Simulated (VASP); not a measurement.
Runs of VASP 6.6.1 on CsBr. The structure is that of space group Pm-3m (No. 221), or close to it. The cells are those of the table. 

```tsv
level	cell	k mesh	cutoff (eV)	grid for exact exchange (PRECFOCK)	share of exact exchange	screening parameter	gap on the mesh (eV)	pressure (GPa)
r2SCAN	a = 4.379 Å, 2 atoms	8 × 8 × 8	550	-	-	-	5.01	(b)
r2SCAN	a = 4.407 Å, 2 atoms	8 × 8 × 8	550	-	-	-	4.93	-0.7
r2SCAN	a = 4.351 Å, 2 atoms	8 × 8 × 8	550	-	-	-	5.09	(a)
HSE06	a = 4.323 Å, 2 atoms	6 × 6 × 6	400	Normal	0.25	0.2079 1/Å	(d)	0.3
r2SCAN	a = 4.264 Å, 2 atoms	8 × 8 × 8	550	-	-	-	5.35	0.8
r2SCAN	a = 4.323 Å, 2 atoms	8 × 8 × 8	550	-	-	-	5.18	0.1
r2SCAN	a = 4.294 Å, 2 atoms	8 × 8 × 8	550	-	-	-	5.27	(c)
r2SCAN	a = 4.323 Å, 2 atoms	6 × 6 × 6	550	-	-	-	5.18	0.1
```

Alike in all rows: task single point; potentials or basis VASP PAW PBE potentials, release 64 (Cs_sv, Br); no spin polarisation; smearing fermi-dirac 0.02 eV.

Q: Estimate the missing entries.

A: (a) -0.2; (b) -0.5; (c) 0.4; (d) 5.59.

Caveats: the PAW data sets were made with another functional, which shifts forces and pressure a little; spin-orbit coupling is left out, which moves the levels of the heavy elements.

A k mesh can miss the band edges, and the runs leave out spin-orbit coupling on Br, Cs.
